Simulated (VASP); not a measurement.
Set up this calculation in VASP 6.6.1, as the native input.

```
Task                   : single point
Functional             : PBE
Dispersion             : D3(BJ)
Potentials or basis    : VASP PAW PBE potentials, release 64 (O, H, S, C)
Cutoff                 : 520 eV
k mesh                 : 1 × 1 × 1
Occupations            : fermi-dirac, width 0.02 eV
Spin                   : no spin polarisation
Dipole correction      : no
Further INCAR settings : LREAL = Auto; ALGO = Normal; EDIFF = 1e-06; NBANDS = 66
```

The structure of H2CS2O lies in POSCAR:

```
H2CS2O
1.0
    8.3010310000      0.0000000000      0.0000000000
    0.0000000000      8.3010310000      0.0000000000
    0.0000000000      0.0000000000      8.3010310000
O H S C
4 8 8 4
Direct
    0.5219713069      0.9086341203      0.3474628633
    0.7897332271      0.2034084682      0.5405352660
    0.0599443611      0.5599906807      0.7431727457
    0.9355705333      0.2279475887      0.2013605298
    0.6136105262      0.8137061529      0.3548715816
    0.4475106767      0.8171515080      0.3359100815
    0.6878181758      0.2108051397      0.5886377246
    0.7362218018      0.2022519853      0.4198153217
   -0.0545956279      0.5831685245      0.7162001925
    0.1055652003      0.6712298749      0.7099118170
    0.9464487002      0.2259237437      0.3196470414
    0.9609770160      0.1172745891      0.2034927951
    0.2255984829      0.1374768990      0.9516287796
    0.4175023560      0.0951809480      0.6253199151
    0.1653890944      0.5418001692      0.4242725994
    0.4444628625      0.5354997470      0.1681357412
    0.7473047625      0.9846126343      1.0121995689
    0.7454375246      0.7861433116      0.6952028007
    1.0819981277      0.9291857843      0.2925540213
    0.8608930626      0.6296446791      0.2335493025
    0.3017215572      0.1199971425      0.7947807929
    0.3118287355      0.5395715303      0.3092025557
    0.7113092338      0.8718916963      0.8554840959
    0.9907684961      0.7671095313      0.2364886964
```

These files were run (other wordings do the same):

INCAR

```
SYSTEM = H2CS2O
ALGO = Normal ; EDIFF = 1E-6
ENCUT = 520 ; GGA = PE
ISIF = 2 ; ISMEAR = -1
IVDW = 12 ; LASPH = .True.
LCHARG = .True. ; LELF = .True.
LREAL = Auto ; LVHAR = .True.
LWAVE = .False. ; NBANDS = 66
NELM = 100 ; PREC = Accurate
SIGMA = 0.02
```

KPOINTS

```
k-points
0
Gamma
  1 1 1
  0 0 0
```

Potentials or basis: VASP PAW PBE potentials, release 64 (O, H, S, C).

Run with:

```sh
$ cat potpaw_PBE.64/O/POTCAR potpaw_PBE.64/H/POTCAR potpaw_PBE.64/S/POTCAR potpaw_PBE.64/C/POTCAR > POTCAR
$ mpirun -np 1 vasp_gam > vasp.out
```

It gave:

```json
{"Pressure": "-0.7 GPa", "Largest force": "9.837 eV/Å", "Band gap on the k mesh": "2.42 eV", "Dispersion energy per atom": "-0.070 eV"}
```

Caveat: the k points lie up to 0.76 Å⁻¹ apart.

Wall time 40 s on 1 thread of Intel(R) Xeon(R) 6975P-C (Granite Rapids) (shared host), peak memory 0.57 GiB.
